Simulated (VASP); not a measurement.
# SiAsO4 (I-4) in VASP: single point with PBEsol

Aim: the single point of SiAsO4 with PBEsol.

All numbers are computed with VASP 6.6.1; they aren't measurements. Logs are shortened: lines on timing, memory, paths and dates and some standing lists are left out, and cuts for length are marked.

### Step 1. The cell of the first run

It takes space group I-4 (No. 82, tetragonal). The conventional cell has a = 4.739 Å, b = 4.739 Å, c = 7.230 Å, α = 90.00°, β = 90.00°, γ = 90.00°. O (site symmetry 1) has 1 Si at 1.56 Å and 1 As at 1.78 Å within 2.1 Å. Within 2.4 Å of As (site symmetry -4) lie 4 O at 1.78 Å. Si (site symmetry -4) has 4 O at 1.56 Å within 2.1 Å.

### Step 2. Single point, PBEsol

Contents of POSCAR:

```
SiAsO4
1.0
    0.0000000000      4.7386580000      0.0000000000
    4.7386580000      0.0000000000      0.0000000000
    2.3693290000      2.3693290000     -3.6151350000
O As Si
4 1 1
Direct
    0.4058900000      0.2902200000      0.7352400000
    0.7097800000      0.1411300000      0.2647600000
    0.8588700000      0.9745400000      0.7352400000
    0.0254600000      0.5941100000      0.2647600000
    0.0000000000      0.0000000000      0.0000000000
    0.7500000000      0.2500000000      0.5000000000
```

Contents of INCAR.step1:

```
SYSTEM = SiAsO4
ALGO = Normal
EDIFF = 1E-6
ENCUT = 520
GGA = PS
GGA_COMPAT = .False.
ISIF = 2
ISMEAR = 0
LASPH = .True.
LCHARG = .True.
LORBIT = 11
LREAL = .False.
LWAVE = .False.
NBANDS = 26
NEDOS = 2001
NELM = 120
PREC = Accurate
SIGMA = 0.037
```

Contents of KPOINTS.step1:

```
k-points
0
Gamma
  8 8 8
  0 0 0
```

Contents of INCAR.step2:

```
SYSTEM = SiAsO4
ALGO = Normal
EDIFF = 1E-6
ENCUT = 520
GGA = PS
GGA_COMPAT = .False.
ICHARG = 11
ISIF = 2
ISMEAR = -5
LASPH = .True.
LCHARG = .False.
LORBIT = 11
LREAL = .False.
LWAVE = .False.
NEDOS = 2001
NELM = 120
PREC = Accurate
SIGMA = 0.037
```

Contents of KPOINTS.step2:

```
k-points
0
Gamma
  12 12 12
  0 0 0
```

Potentials or basis: VASP PAW PBE potentials, release 64 (O, As, Si).

Command:

```
> cat potpaw_PBE.64/O/POTCAR potpaw_PBE.64/As/POTCAR potpaw_PBE.64/Si/POTCAR > POTCAR
> cp INCAR.step1 INCAR
> cp KPOINTS.step1 KPOINTS
> mpirun -np 1 vasp_std > vasp.out
> cp INCAR.step2 INCAR
> cp KPOINTS.step2 KPOINTS
> mpirun -np 1 vasp_std > vasp.out
```

OUTCAR:

```text
SYSTEM = SiAsO4
   EDIFF = 1E-6
   ENCUT = 520
   GGA = PS
   ICHARG = 11
   ISIF = 2
   ISMEAR = -5
   LASPH = .True.
   LORBIT = 11
   LREAL = .False.
   NELM = 120
   PREC = Accurate

 ion  position               nearest neighbor table
   1  0.406  0.290  0.735-   6 1.56   5 1.78
   2  0.710  0.141  0.265-   6 1.56   5 1.78
   3  0.859  0.975  0.735-   6 1.56   5 1.78
   4  0.025  0.594  0.265-   6 1.56   5 1.78
   5  0.000  0.000  0.000-   1 1.78   2 1.78   3 1.78   4 1.78   6 2.98   6 2.98   6 2.98   6 2.98

   6  0.750  0.250  0.500-   1 1.56   2 1.56   3 1.56   4 1.56   5 2.98   5 2.98   5 2.98   5 2.98

  LATTYP: Found a body centered tetragonal cell.
 ALAT       =     4.7386580000
 C/A-ratio  =     1.5258054074

  Lattice vectors:

 A1 = (  -2.3693290000,   2.3693290000,   3.6151350000)
 A2 = (   2.3693290000,  -2.3693290000,   3.6151350000)
 A3 = (   2.3693290000,   2.3693290000,  -3.6151350000)

Analysis of symmetry for initial positions (statically):
=====================================================================
 Subroutine PRICEL returns:
 Original cell was already a primitive cell.

 Routine SETGRP: Setting up the symmetry group for a
 body centered tetragonal supercell.

 Subroutine GETGRP returns: Found  4 space group operations
 (whereof  4 operations were pure point group operations)
 out of a pool of 16 trial point group operations.

The static configuration has the point symmetry S_4 .

Analysis of symmetry for dynamics (positions and initial velocities):
=====================================================================
 Subroutine PRICEL returns:
 Original cell was already a primitive cell.

 Routine SETGRP: Setting up the symmetry group for a
 body centered tetragonal supercell.

 Subroutine GETGRP returns: Found  4 space group operations
 (whereof  4 operations were pure point group operations)
 out of a pool of 16 trial point group operations.

The dynamic configuration has the point symmetry S_4 .

 Subroutine INISYM returns: Found  4 space group operations
 (whereof  4 operations are pure point group operations),
 and found     1 'primitive' translations

----------------------------------------------------------------------------------------

                                     Primitive cell

  volume of cell :      81.1774

  direct lattice vectors                    reciprocal lattice vectors
     0.000000000  4.738658000  0.000000000     0.000000000  0.211030212  0.138307421
     4.738658000  0.000000000  0.000000000     0.211030212  0.000000000  0.138307421
     2.369329000  2.369329000 -3.615135000     0.000000000  0.000000000 -0.276614843

  length of vectors
     4.738658000  4.738658000  4.929162291     0.252314671  0.252314671  0.276614843

  position of ions in fractional coordinates (direct lattice)
     0.405890000  0.290220000  0.735240000
     0.709780000  0.141130000  0.264760000
     0.858870000  0.974540000  0.735240000
     0.025460000  0.594110000  0.264760000
     0.000000000  0.000000000  0.000000000
     0.750000000  0.250000000  0.500000000

  ion indices of the primitive-cell ions
   primitive index   ion index
                 1           1
                 2           2
                 3           3
                 4           4
                 5           5
                 6           6

----------------------------------------------------------------------------------------

 KPOINTS: k-points

Automatic generation of k-mesh.
 Grid dimensions read from file:
 generate k-points for:   12   12   12

 Generating k-lattice:

  Cartesian coordinates                     Fractional coordinates (reciprocal lattice)
     0.000000000  0.017585851  0.011525618     0.083333333  0.000000000  0.000000000
     0.017585851  0.000000000  0.011525618     0.000000000  0.083333333  0.000000000
     0.000000000  0.000000000 -0.023051237     0.000000000  0.000000000  0.083333333

  Length of vectors
     0.021026223  0.021026223  0.023051237

  Shift w.r.t. Gamma in fractional coordinates (k-lattice)
     0.000000000  0.000000000  0.000000000

 TETIRR: Found   4279 inequivalent tetrahedra from    10368

 Subroutine IBZKPT returns following result:
 ===========================================

 Found    242 irreducible k-points:

 Following reciprocal coordinates:
            Coordinates               Weight
  0.000000  0.000000  0.000000      1.000000
  0.083333  0.000000 -0.000000      8.000000
  0.166667  0.000000 -0.000000      8.000000
  0.250000  0.000000 -0.000000      8.000000
  0.333333  0.000000 -0.000000      8.000000
  0.416667  0.000000 -0.000000      8.000000
[... 16 lines left out ...]
 -0.250000  0.083333 -0.000000      8.000000
 -0.083333  0.250000  0.000000      8.000000
 [... further k-points ...]
   k-points           NKPTS =    242   k-points in BZ     NKDIM =    242   number of bands    NBANDS=     20
   number of dos      NEDOS =   2001   number of ions     NIONS =      6
   total plane-waves  NPLWV =  51840
   dimension x,y,z NGX =    36 NGY =   36 NGZ =   40
   dimension x,y,z NGXF=    72 NGYF=   72 NGZF=   80
   ions per type =               4   1   1
   NGX,Y,Z   is equivalent  to a cutoff of  12.63, 12.63, 13.49 a.u.
   NGXF,Y,Z  is equivalent  to a cutoff of  25.26, 25.26, 26.98 a.u.
 SYSTEM =  SiAsO4
   PREC   = accura    normal or accurate (medium, high low for compatibility)
   ISTART =      0    job   : 0-new  1-cont  2-samecut
   ICHARG =     11    charge: 1-file 2-atom 10-const
   ISPIN  =      1    spin polarized calculation?
   LNONCOLLINEAR =      F non collinear calculations
   LSORBIT =      F    spin-orbit coupling
   LASPH  =      T    aspherical Exc in radial PAW
   ENCUT  =  520.0 eV  38.22 Ry    6.18 a.u.   8.81  8.81  9.16*2*pi/ulx,y,z
   NELM   =    120;   NELMIN=  2; NELMDL=  0     # of ELM steps
   EDIFF  = 0.1E-05   stopping-criterion for ELM
   LREAL  =      F    real-space projection
   EDIFFG = 0.1E-04   stopping-criterion for IOM
   NSW    =      0    number of steps for IOM
   IBRION =     -1    ionic relax: 0-MD 1-quasi-New 2-CG
   NFREE  =      0    steps in history (QN), initial steepest desc. (CG)
   ISIF   =      2    stress and relaxation
   ISYM   =      2    0-nonsym 1-usesym 2-fastsym
   POTIM  = 0.5000    time-step for ionic-motion
   TEBEG  =    0.0;   TEEND  =   0.0 temperature during run
   PSTRESS=    0.0 pullay stress
   NELECT =      33.0000    total number of electrons
   NUPDOWN=      -1.0000    fix difference up-down
   EMIN   =  10.00;   EMAX   =-10.00  energy-range for DOS
   EFERMI =   0.00;   METHOD = LEGACY
   ISMEAR =    -5;   SIGMA  =   0.04  broadening in eV -4-tet -1-fermi 0-gaus
   EFERMI_NEDOS =   21; number of points for ismear=-14 and -15
   IALGO  =     38    algorithm
   IMIX   =      4    mixing-type and parameters
     AMIX     =   0.40;   BMIX     =  1.00
     AMIX_MAG =   1.60;   BMIX_MAG =  1.00
  volume/ion in A,a.u.               =      13.53        91.30
  Fermi-wavevector in a.u.,A,eV,Ry     =   1.212740  2.291746 20.010612  1.470738
  Thomas-Fermi vector in A             =   2.348214
   LORBIT       =     11    0 simple, 1 ext, 2 COOP (PROOUT), +10 PAW based schemes
   GGA     = PS    functional components
   LHFCALC =     F    Hartree Fock is set to
   AEXX    =    0.0000 exact exchange contribution
   IVDW    =     0    specifies the selected vdW correction
   LEPSILON=     F    determine dielectric tensor
   LRPA    =     F    only Hartree local field effects (RPA)
 non-spin polarized calculation
 Fermi weights with tetrahedron method with Bloechl corrections
  energy-cutoff  :      520.00
  volume of cell :       81.18
 maximum number of plane-waves:      2221

 number of electron      33.0000004 magnetization

 Free energy of the ion-electron system (eV)
  ---------------------------------------------------
  ext. energy  EPLUGINS =         0.00000000
  ---------------------------------------------------
  free energy    TOTEN  =       -40.84798062 eV

  energy without entropy =      -40.84798062  energy(sigma->0) =      -40.84798062

 E-fermi :   4.6807     XC(G=0):  -9.2947

 val. band max:        4.6797239420   @ k =  -0.4167   0.2500  -0.0833
 cond. band min:       4.6801699347   @ k =   0.4167   0.3333   0.1667
 fundamental gap:      0.0004459927
 Fermi energy:         4.6806934515

 k-point     1 :       0.0000    0.0000    0.0000
  band No.  band energies     occupation
      1     -19.3755      2.00000
      2     -16.8728      2.00000
      3     -16.8728      2.00000
      4     -16.6400      2.00000
      5      -9.9722      2.00000
      6      -5.5200      2.00000
[... 12 lines left out ...]
     19       9.1686      0.00000
     20       9.2089      0.00000

 k-point     2 :       0.0833    0.0000   -0.0000
  band No.  band energies     occupation
      1     -19.3493      2.00000
      2     -16.9039      2.00000
      3     -16.8757      2.00000
      4     -16.6593      2.00000
      5      -9.9222      2.00000
      6      -5.5357      2.00000
[... 12 lines left out ...]
     19       8.9119      0.00000
     20       9.1525      0.00000
[... 465 lines left out ...]
      3     -16.8924      2.00000
      4     -16.7047      2.00000
      5      -9.6294      2.00000
      6      -5.7860      2.00000
[... 12 lines left out ...]
     19       8.3224      0.00000
     20       8.9511      0.00000

 k-point    24 :      -0.0833    0.2500    0.0000
  band No.  band energies     occupation
      1     -19.1755      2.00000
      2     -17.1690      2.00000
      3     -16.8892      2.00000
      4     -16.7061      2.00000
      5      -9.6297      2.00000
      6      -5.7993      2.00000
[... 12 lines left out ...]
     19       8.4682      0.00000
     20       8.9009      0.00000

 [... further k-points ...]

------------------------ aborting loop because EDIFF is reached ----------------------------------------

  FORCE on cell =-STRESS in cart. coord.  units (eV):
  Direction    XX          YY          ZZ          XY          YZ          ZX
  --------------------------------------------------------------------------------------
  -------------------------------------------------------------------------------------
  Total       13.1124052     13.1124052     11.6702087     -0.0000002      0.0000000      0.0000000
  in kB      258.7960783    258.7960783    230.3318277     -0.0000045      0.0000000      0.0000000
  external PRESSURE =     249.3079948 kB  Pullay stress =       0.0000000 kB

 VOLUME and BASIS-vectors are now :
 -----------------------------------------------------------------------------
  energy-cutoff  :      520.00
  volume of cell :       81.18
      direct lattice vectors                 reciprocal lattice vectors
     0.000000000  4.738658000  0.000000000     0.000000000  0.211030212  0.138307421
     4.738658000  0.000000000  0.000000000     0.211030212  0.000000000  0.138307421
     2.369329000  2.369329000 -3.615135000     0.000000000  0.000000000 -0.276614843

 POSITION                                       TOTAL-FORCE (eV/Angst)
 -----------------------------------------------------------------------------------
      3.11728      3.66540     -2.65799         2.220849     -1.274266     -1.191780
      1.29607      3.99071     -0.95714        -1.274266     -2.220849      1.191780
      6.36004      5.81192     -2.65799        -2.220849      1.274266     -1.191780
      3.44259      0.74795     -0.95714         1.274266      2.220849      1.191780
      0.00000      0.00000      0.00000        -0.000000      0.000000      0.000000
      2.36933      4.73866     -1.80757        -0.000000      0.000000      0.000000
 -----------------------------------------------------------------------------------
    total drift:                                0.000015      0.000024     -0.000003

  FREE ENERGIE OF THE ION-ELECTRON SYSTEM (eV)
  ---------------------------------------------------
  free  energy   TOTEN  =       -40.8479806216 eV

  energy  without entropy=      -40.8479806216  energy(sigma->0) =      -40.84798062

 total charge

# of ion       s       p       d       tot
------------------------------------------
    1        1.583   3.599   0.000   5.181
    2        1.583   3.599   0.000   5.181
    3        1.583   3.599   0.000   5.181
    4        1.583   3.599   0.000   5.181
    5        1.261   1.225   0.296   2.781
    6        0.715   1.165   0.000   1.880
--------------------------------------------------
tot          8.307  16.784   0.296  25.387
```

Wall time 10 min (1 thread of Intel Xeon 8259CL, shared host); peak memory 0.49 GiB.

Results:

| Item | Value |
| --- | --- |
| Valence electrons inside the program's atomic spheres | O 5.18; As 2.78; Si 1.88 |

Levels at points of the mesh, in eV from the Fermi level:
| k point | band 15 | band 16 | band 17 | band 18 | band 19 | band 20 |
| --- | --- | --- | --- | --- | --- | --- |
| (0.00, 0.00, 0.00) | -4.99 | -4.99 | -0.89 | 2.39 | 4.49 | 4.53 |
| (0.50, 0.00, 0.00) | -5.01 | -4.69 | -0.03 | 3.07 | 3.56 | 3.76 |
| (0.50, 0.50, 0.00) | -4.93 | -4.84 | 0.03 | 3.28 | 3.44 | 3.98 |
| (0.00, 0.00, 0.50) | -4.72 | -4.72 | 0.32 | 2.70 | 2.98 | 2.98 |

Caveat: the PAW data sets were made with another functional, which shifts forces and pressure a little; an odd number of electrons without spin polarisation forces a metal; a magnetic or distorted state may lie lower.
